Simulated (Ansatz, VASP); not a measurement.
# Hf in VASP and in Ansatz

POSCAR

```
Hf
1.0
   -2.0837202902      2.0837202902      1.3544181887
    2.0837202902     -2.0837202902      1.3544181887
    2.0837202902      2.0837202902     -1.3544181887
Hf
1
Direct
    0.0000000000      0.0000000000      0.0000000000
```

INCAR.step1

```
SYSTEM = Hf
PREC = Accurate
ENCUT = 520
ISMEAR = 0
SIGMA = 0.15
LREAL = .False.
LASPH = .True.
NELM = 100
NBANDS = 11
GGA = PE
ALGO = Normal
EDIFF = 1E-4
LWAVE = .True.
LCHARG = .False.
```

INCAR.step2

```
SYSTEM = Hf
PREC = Accurate
ENCUT = 520
EDIFF = 1E-7
ISMEAR = 0
SIGMA = 0.15
LREAL = .False.
LASPH = .True.
NELM = 100
ALGO = Normal
ISIF = 2
LWAVE = .False.
LCHARG = .False.
METAGGA = R2SCAN
LMIXTAU = .True.
NBANDS = 11
ISTART = 1
```

Contents of KPOINTS:

```
regular mesh
0
Gamma
  20 20 20
  0 0 0
```

Input for Ansatz:

```yaml
crystal:
  lattice:
    - [-2.0837202902, 2.0837202902, 1.3544181887]
    - [2.0837202902, -2.0837202902, 1.3544181887]
    - [2.0837202902, 2.0837202902, -1.3544181887]
  atoms:
    - { symbol: Hf, position: [0.0, 0.0, 0.0] }
basis:
  ecutwfc: 500
kpoints:
  mp_grid: { grid: [20, 20, 20] }
hamiltonian:
  xc: r2scan
scf:
  occupations: { method: gaussian, width: 0.15 }
output:
  forces: true
  stress: true
  eigenvalues: true
```

Alike in both runs: task single point; functional r2SCAN; k mesh 20 × 20 × 20; occupations gaussian, width 0.15 eV; no spin polarisation.

```csv
,VASP,Ansatz
version,VASP 6.6.1,Ansatz 0.2.0
potentials or method,"VASP PAW PBE potentials, release 64 (Hf_pv), cutoff 520 eV","scalar-relativistic, plane waves, PAW"
valence electrons in the cell,10,26
```

Ansatz gave:

- gap on the k mesh at the Fermi level (eV): none
- pressure (GPa): -2.4
- traceless stress, the component that is largest in VASP (GPa): 19.00

Problem. Estimate VASP's values.

Solution. gap on the k mesh at the Fermi level (eV): none; pressure (GPa): -2.8; traceless stress, the component that is largest in VASP (GPa): 19.03.

VASP's potentials were made for PBE, not for r2SCAN. A gap of «none» marks a metal or a gap that the smearing closes. The functional is the same, so the differences come from potentials, cutoffs and numerics. VASP's potentials hold 10 valence electrons a cell and Ansatz's 26, so a difference there can come from the potentials and not from the codes.

Neither program's run includes spin-orbit coupling.
